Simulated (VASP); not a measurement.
# AgBr (Fm-3m) in VASP: a series of runs, part 2 of 2

VASP 6.6.1. The steps go on from the part before.

## (3) Single point, r2SCAN (22.75 Å³/atom)

This run uses another cell than the first one, of 22.75 Å³/atom.

Input file POSCAR:

```
AgBr
1.0
    0.0000000000      2.8336814116      2.8336814116
    2.8336814116      0.0000000000      2.8336814116
    2.8336814116      2.8336814116      0.0000000000
Ag Br
1 1
Direct
    0.0000000000      0.0000000000      0.0000000000
    0.5000000000      0.5000000000      0.5000000000
```

Input file INCAR.step1:

```
PREC     = Accurate       # precision mode
ENCUT    = 550            # plane-wave cutoff, eV
ISMEAR   = 0              # smearing method
SIGMA    = 0.01           # smearing width, eV
LREAL    = F              # projectors in reciprocal space
LASPH    = T              # aspherical terms in the spheres
NELM     = 120            # most SCF steps
NBANDS   = 16             # bands
GGA      = PE             # functional
ALGO     = Normal         # electronic algorithm
EDIFF    = 1E-5           # SCF threshold, eV
LWAVE    = T              # write WAVECAR
LCHARG   = F              # write CHGCAR
GGA_COMPAT= F
```

Input file INCAR.step2:

```
PREC     = Accurate       # precision mode
ENCUT    = 550            # plane-wave cutoff, eV
EDIFF    = 1E-6           # SCF threshold, eV
ISMEAR   = 0              # smearing method
SIGMA    = 0.01           # smearing width, eV
LREAL    = F              # projectors in reciprocal space
LASPH    = T              # aspherical terms in the spheres
NELM     = 120            # most SCF steps
ALGO     = Normal         # electronic algorithm
ISIF     = 2              # what is computed and relaxed
LWAVE    = F              # write WAVECAR
LCHARG   = F              # write CHGCAR
METAGGA  = R2SCAN         # meta-GGA
LMIXTAU  = T            
NBANDS   = 16             # bands
ISTART   = 1            
GGA_COMPAT= F
```

Input file KPOINTS:

```
Automatic mesh
0
Gamma
  6 6 6
```

Potentials or basis: VASP PAW PBE potentials, release 64 (Ag, Br).

Started as:

```console
cat potpaw_PBE.64/Ag/POTCAR potpaw_PBE.64/Br/POTCAR > POTCAR
cp INCAR.step1 INCAR
mpirun -np 1 vasp_std > vasp.out
cp INCAR.step2 INCAR
mpirun -np 1 vasp_std > vasp.out
```

OUTCAR:

```text
PREC = Accurate
   ENCUT = 550
   EDIFF = 1E-6
   ISMEAR = 0
   LREAL = F
   LASPH = T
   NELM = 120
   ISIF = 2
   METAGGA = R2SCAN
   ISTART = 1

 ion  position               nearest neighbor table
   1  0.000  0.000  0.000-   2 2.83   2 2.83   2 2.83   2 2.83   2 2.83   2 2.83
   2  0.500  0.500  0.500-   1 2.83   1 2.83   1 2.83   1 2.83   1 2.83   1 2.83

  LATTYP: Found a face centered cubic cell.
 ALAT       =     5.6673628232

  Lattice vectors:
[... 480 lines left out ...]
     16      19.3440      0.00000

------------------------ aborting loop because EDIFF is reached ----------------------------------------

  FORCE on cell =-STRESS in cart. coord.  units (eV):
  Direction    XX          YY          ZZ          XY          YZ          ZX
  --------------------------------------------------------------------------------------
  -------------------------------------------------------------------------------------
  Total        0.9269465      0.9269465      0.9269465      0.0000000      0.0000000     -0.0000000
  in kB       32.6348942     32.6348942     32.6348942      0.0000000      0.0000000     -0.0000000
  external PRESSURE =      32.6348942 kB  Pullay stress =       0.0000000 kB

 VOLUME and BASIS-vectors are now :
 -----------------------------------------------------------------------------
  energy-cutoff  :      550.00
  volume of cell :       45.51
      direct lattice vectors                 reciprocal lattice vectors
     0.000000000  2.833681412  2.833681412    -0.176448911  0.176448911  0.176448911
     2.833681412  0.000000000  2.833681412     0.176448911 -0.176448911  0.176448911
     2.833681412  2.833681412  0.000000000     0.176448911  0.176448911 -0.176448911

 POSITION                                       TOTAL-FORCE (eV/Angst)
 -----------------------------------------------------------------------------------
      0.00000      0.00000      0.00000        -0.000000      0.000000     -0.000000
      2.83368      2.83368      2.83368         0.000000     -0.000000      0.000000
 -----------------------------------------------------------------------------------
    total drift:                                0.000000     -0.000000     -0.000000

  FREE ENERGIE OF THE ION-ELECTRON SYSTEM (eV)
  ---------------------------------------------------
  free  energy   TOTEN  =       -35.4855332483 eV

  energy  without entropy=      -35.4855332483  energy(sigma->0) =      -35.48553325
```

OSZICAR.step1:

```text
N       E                     dE             d eps       ncg     rms          rms(c)
DAV:   1     0.986296225334E+02    0.98630E+02   -0.86688E+03   528   0.104E+03
DAV:   2    -0.168259157463E+01   -0.10031E+03   -0.91811E+02   632   0.217E+02
DAV:   3    -0.504244744939E+01   -0.33599E+01   -0.33531E+01   648   0.418E+01
DAV:   4    -0.505946750442E+01   -0.17020E-01   -0.17019E-01   632   0.318E+00
DAV:   5    -0.505963378709E+01   -0.16628E-03   -0.16628E-03   656   0.310E-01    0.668E+00
DAV:   6    -0.494879816275E+01    0.11084E+00   -0.18162E-01   632   0.603E+00    0.434E+00
DAV:   7    -0.494443120511E+01    0.43670E-02   -0.58735E-02   552   0.161E+00    0.164E+00
DAV:   8    -0.494443367023E+01   -0.24651E-05   -0.38037E-03   592   0.620E-01    0.246E-01
DAV:   9    -0.494443088302E+01    0.27872E-05   -0.52295E-04   608   0.224E-01    0.320E-02
DAV:  10    -0.494444746579E+01   -0.16583E-04   -0.26640E-05   616   0.699E-02    0.174E-02
DAV:  11    -0.494445456331E+01   -0.70975E-05   -0.12276E-05   488   0.285E-02
   1 F= -.49444546E+01 E0= -.49444546E+01  d E =-.649488E-27
```

It took 34 s on 1 thread of Intel Xeon 6975P-C (Granite Rapids), shared host; peak memory 0.19 GiB.

What came out:

* Free energy: -35.4855 eV
* Pressure: 3.3 GPa
* Band gap on the k mesh: 1.25 eV (least direct gap 3.43 eV)

Levels at points of the mesh, in eV from the valence-band top:
```csv
k point,band 6,band 7,band 8,band 9,band 10,band 11,band 12,band 13
"(0.00, 0.00, 0.00)",-2.95,-2.18,-2.18,-2.18,1.25,10.41,10.41,10.41
"(0.50, 0.00, 0.00)",-2.62,-2.25,0.00,0.00,4.13,7.28,7.28,7.48
"(0.50, 0.50, 0.00)",-2.78,-2.51,-2.51,-2.35,2.05,7.35,9.89,12.09
```

Caveat: the cell stands under pressure; the PAW data sets were made with another functional, which shifts forces and pressure a little. A k mesh can miss the band edges.

## (4) Single point, r2SCAN (23.48 Å³/atom)

This run uses another cell than the first one, of 23.48 Å³/atom.

Input file POSCAR:

```
AgBr
1.0
    0.0000000000      2.8635118292      2.8635118292
    2.8635118292      0.0000000000      2.8635118292
    2.8635118292      2.8635118292      0.0000000000
Ag Br
1 1
Direct
    0.0000000000      0.0000000000      0.0000000000
    0.5000000000      0.5000000000      0.5000000000
```

Input file INCAR.step1:

```
  ALGO = Normal
  EDIFF = 1E-5
  ENCUT = 550
  GGA = PE
  GGA_COMPAT = F
  ISMEAR = 0
  LASPH = T
  LCHARG = F
  LREAL = F
  LWAVE = T
  NBANDS = 16
  NELM = 120
  PREC = Accurate
  SIGMA = 0.01
```

Input file INCAR.step2:

```
  ALGO = Normal
  EDIFF = 1E-6
  ENCUT = 550
  GGA_COMPAT = F
  ISIF = 2
  ISMEAR = 0
  ISTART = 1
  LASPH = T
  LCHARG = F
  LMIXTAU = T
  LREAL = F
  LWAVE = F
  METAGGA = R2SCAN
  NBANDS = 16
  NELM = 120
  PREC = Accurate
  SIGMA = 0.01
```

Input file KPOINTS:

```
k-points
0
Gamma
  6 6 6
```

Started as:

```console
cat potpaw_PBE.64/Ag/POTCAR potpaw_PBE.64/Br/POTCAR > POTCAR
cp INCAR.step1 INCAR
mpirun -np 1 vasp_std > vasp.out
cp INCAR.step2 INCAR
mpirun -np 1 vasp_std > vasp.out
```

Run time: 34 s. Hardware: 1 thread of Intel Xeon 6975P-C (Granite Rapids), shared host; peak memory 0.19 GiB.

It converged, with:

- Free energy: -35.5071 eV
- Pressure: 1.4 GPa
- Band gap on the k mesh: 1.25 eV (least direct gap 3.30 eV)

Levels at points of the mesh, in eV from the valence-band top:
```csv
k point,band 6,band 7,band 8,band 9,band 10,band 11,band 12,band 13
"(0.00, 0.00, 0.00)",-2.80,-2.06,-2.06,-2.06,1.25,10.41,10.41,10.41
"(0.50, 0.00, 0.00)",-2.50,-2.15,0.00,0.00,4.22,7.27,7.35,7.35
"(0.50, 0.50, 0.00)",-2.64,-2.40,-2.40,-2.27,2.13,7.40,9.75,11.92
```

Caveat: the PAW data sets were made with another functional, which shifts forces and pressure a little. A k mesh can miss the band edges.

## (5) Single point, r2SCAN

Input file POSCAR:

```
AgBr
1.0
    0.0000000000      2.8927333559      2.8927333559
    2.8927333559      0.0000000000      2.8927333559
    2.8927333559      2.8927333559      0.0000000000
Ag Br
1 1
Direct
    0.0000000000      0.0000000000      0.0000000000
    0.5000000000      0.5000000000      0.5000000000
```

Input file INCAR.step1:

```
PREC     = Accurate       # precision mode
ENCUT    = 550            # plane-wave cutoff, eV
ISMEAR   = 0              # smearing method
SIGMA    = 0.01           # smearing width, eV
LREAL    = False          # projectors in reciprocal space
LASPH    = True           # aspherical terms in the spheres
NELM     = 120            # most SCF steps
NBANDS   = 16             # bands
GGA      = PE             # functional
ALGO     = Normal         # electronic algorithm
EDIFF    = 1E-5           # SCF threshold, eV
LWAVE    = True           # write WAVECAR
LCHARG   = False          # write CHGCAR
GGA_COMPAT= False
```

Input file INCAR.step2:

```
PREC     = Accurate       # precision mode
ENCUT    = 550            # plane-wave cutoff, eV
EDIFF    = 1E-6           # SCF threshold, eV
ISMEAR   = 0              # smearing method
SIGMA    = 0.01           # smearing width, eV
LREAL    = False          # projectors in reciprocal space
LASPH    = True           # aspherical terms in the spheres
NELM     = 120            # most SCF steps
ALGO     = Normal         # electronic algorithm
ISIF     = 2              # what is computed and relaxed
LWAVE    = False          # write WAVECAR
LCHARG   = False          # write CHGCAR
METAGGA  = R2SCAN         # meta-GGA
LMIXTAU  = True         
NBANDS   = 16             # bands
ISTART   = 1            
GGA_COMPAT= False
```

Input file KPOINTS:

```
Automatic mesh
0
Gamma
  6 6 6
```

Potentials or basis: VASP PAW PBE potentials, release 64 (Ag, Br).

Started as:

```console
cat potpaw_PBE.64/Ag/POTCAR potpaw_PBE.64/Br/POTCAR > POTCAR
cp INCAR.step1 INCAR
mpirun -np 1 vasp_std > vasp.out
cp INCAR.step2 INCAR
mpirun -np 1 vasp_std > vasp.out
```

OUTCAR:

```text
PREC = Accurate
   ENCUT = 550
   EDIFF = 1E-6
   ISMEAR = 0
   LREAL = False
   LASPH = True
   NELM = 120
   ISIF = 2
   METAGGA = R2SCAN
   ISTART = 1

 ion  position               nearest neighbor table
   1  0.000  0.000  0.000-   2 2.89   2 2.89   2 2.89   2 2.89   2 2.89   2 2.89
   2  0.500  0.500  0.500-   1 2.89   1 2.89   1 2.89   1 2.89   1 2.89   1 2.89

  LATTYP: Found a face centered cubic cell.
 ALAT       =     5.7854667118

  Lattice vectors:

 A1 = (   0.0000000000,   2.8927333559,   2.8927333559)
 A2 = (   2.8927333559,   0.0000000000,   2.8927333559)
 A3 = (   2.8927333559,   2.8927333559,   0.0000000000)

Analysis of symmetry for initial positions (statically):
=====================================================================
 Subroutine PRICEL returns:
 Original cell was already a primitive cell.

 Routine SETGRP: Setting up the symmetry group for a
 face centered cubic supercell.

 Subroutine GETGRP returns: Found 48 space group operations
 (whereof 48 operations were pure point group operations)
 out of a pool of 48 trial point group operations.

The static configuration has the point symmetry O_h .

Analysis of symmetry for dynamics (positions and initial velocities):
[... 149 lines left out ...]

 E-fermi :   3.0863     XC(G=0): -10.2435

 val. band max:        3.0321403242   @ k =   0.5000   0.0000   0.0000
 cond. band min:       4.2777522043   @ k =   0.0000   0.0000   0.0000
 fundamental gap:      1.2456118800
 Fermi energy:         3.0863034266

 k-point     1 :       0.0000    0.0000    0.0000
  band No.  band energies     occupation
      1     -12.4201      2.00000
      2       0.3521      2.00000
      3       0.3521      2.00000
      4       0.3521      2.00000
      5       0.3596      2.00000
      6       0.3596      2.00000
[... 281 lines left out ...]
      3      -0.8962      2.00000
      4      -0.5573      2.00000
      5       0.7260      2.00000
      6       0.7309      2.00000
[... 8 lines left out ...]
     15      17.3856      0.00000
     16      18.4739      0.00000

------------------------ aborting loop because EDIFF is reached ----------------------------------------

  FORCE on cell =-STRESS in cart. coord.  units (eV):
  Direction    XX          YY          ZZ          XY          YZ          ZX
  --------------------------------------------------------------------------------------
  -------------------------------------------------------------------------------------
  Total       -0.0160112     -0.0160112     -0.0160112      0.0000000     -0.0000000      0.0000000
  in kB       -0.5298807     -0.5298807     -0.5298807      0.0000000     -0.0000000      0.0000000
  external PRESSURE =      -0.5298807 kB  Pullay stress =       0.0000000 kB

 VOLUME and BASIS-vectors are now :
 -----------------------------------------------------------------------------
  energy-cutoff  :      550.00
  volume of cell :       48.41
      direct lattice vectors                 reciprocal lattice vectors
     0.000000000  2.892733356  2.892733356    -0.172846902  0.172846902  0.172846902
     2.892733356  0.000000000  2.892733356     0.172846902 -0.172846902  0.172846902
     2.892733356  2.892733356  0.000000000     0.172846902  0.172846902 -0.172846902

 POSITION                                       TOTAL-FORCE (eV/Angst)
 -----------------------------------------------------------------------------------
      0.00000      0.00000      0.00000         0.000000      0.000000      0.000000
      2.89273      2.89273      2.89273         0.000000      0.000000     -0.000000
 -----------------------------------------------------------------------------------
    total drift:                                0.000000     -0.000000     -0.000000

  FREE ENERGIE OF THE ION-ELECTRON SYSTEM (eV)
  ---------------------------------------------------
  free  energy   TOTEN  =       -35.5136206757 eV

  energy  without entropy=      -35.5136206757  energy(sigma->0) =      -35.51362068
```

OUTCAR.step1:

```text
PREC = Accurate
   ENCUT = 550
   ISMEAR = 0
   LREAL = False
   LASPH = True
[... 514 lines left out ...]
      0.00000      0.00000      0.00000        -0.000000     -0.000000     -0.000000
      2.89273      2.89273      2.89273         0.000000      0.000000      0.000000
 -----------------------------------------------------------------------------------
    total drift:                                0.000000     -0.000000     -0.000000

  FREE ENERGIE OF THE ION-ELECTRON SYSTEM (eV)
  ---------------------------------------------------
  free  energy   TOTEN  =        -4.9939118556 eV

  energy  without entropy=       -4.9939118556  energy(sigma->0) =       -4.99391186
```

OSZICAR.step1:

```text
N       E                     dE             d eps       ncg     rms          rms(c)
DAV:   1     0.100556957419E+03    0.10056E+03   -0.86277E+03   520   0.104E+03
DAV:   2    -0.138281076653E+01   -0.10194E+03   -0.93758E+02   624   0.216E+02
DAV:   3    -0.509366229246E+01   -0.37109E+01   -0.37033E+01   640   0.433E+01
DAV:   4    -0.511274822043E+01   -0.19086E-01   -0.19085E-01   648   0.338E+00
DAV:   5    -0.511293434533E+01   -0.18612E-03   -0.18612E-03   632   0.321E-01    0.560E+00
DAV:   6    -0.499804345802E+01    0.11489E+00   -0.17991E-01   640   0.596E+00    0.368E+00
DAV:   7    -0.499378570981E+01    0.42577E-02   -0.61622E-02   544   0.163E+00    0.152E+00
DAV:   8    -0.499384885762E+01   -0.63148E-04   -0.42680E-03   656   0.658E-01    0.254E-01
DAV:   9    -0.499388257532E+01   -0.33718E-04   -0.51758E-04   576   0.249E-01    0.330E-02
DAV:  10    -0.499390501644E+01   -0.22441E-04   -0.39413E-05   616   0.841E-02    0.201E-02
DAV:  11    -0.499391185557E+01   -0.68391E-05   -0.14408E-05   536   0.303E-02
   1 F= -.49939119E+01 E0= -.49939119E+01  d E =-.950117E-56
```

Wall time 33 s (1 thread of Intel Xeon 6975P-C (Granite Rapids), shared host); peak memory 0.19 GiB.

Results:

- Free energy: -35.5136 eV
- Pressure: -0.1 GPa
- Band gap on the k mesh: 1.25 eV (least direct gap 3.19 eV)

Levels at points of the mesh, in eV from the valence-band top:
```tsv
k point	band 6	band 7	band 8	band 9	band 10	band 11	band 12	band 13
(0.00, 0.00, 0.00)	-2.67	-1.94	-1.94	-1.94	1.25	10.42	10.42	10.42
(0.50, 0.00, 0.00)	-2.40	-2.06	0.00	0.00	4.31	7.09	7.41	7.41
(0.50, 0.50, 0.00)	-2.52	-2.30	-2.30	-2.19	2.19	7.45	9.61	11.77
```

Caveat: the PAW data sets were made with another functional, which shifts forces and pressure a little.

## (6) Summary

| level | cell | k mesh | cutoff (eV) | gap on the mesh (eV) | pressure (GPa) |
| --- | --- | --- | --- | --- | --- |
| PBE | a = 4.091 Å, angles 60.0°, 2 atoms | 8 × 8 × 8 | 500 | 0.68 | 1.2 |
| r2SCAN | a = 4.007 Å, angles 60.0°, 2 atoms | 6 × 6 × 6 | 550 | 1.25 | 3.3 |
| r2SCAN | a = 4.050 Å, angles 60.0°, 2 atoms | 6 × 6 × 6 | 550 | 1.25 | 1.4 |
| r2SCAN | a = 4.091 Å, angles 60.0°, 2 atoms | 6 × 6 × 6 | 550 | 1.25 | -0.1 |

Alike in all rows: task single point; potentials or basis VASP PAW PBE potentials, release 64 (Ag, Br); no spin polarisation; smearing gaussian 0.01 eV.

Caveats: the PAW data sets were made with another functional, which shifts forces and pressure a little (at least some runs); the cell stands under pressure (at least some runs).

Absolute energies hang on the potentials; compare differences alone.
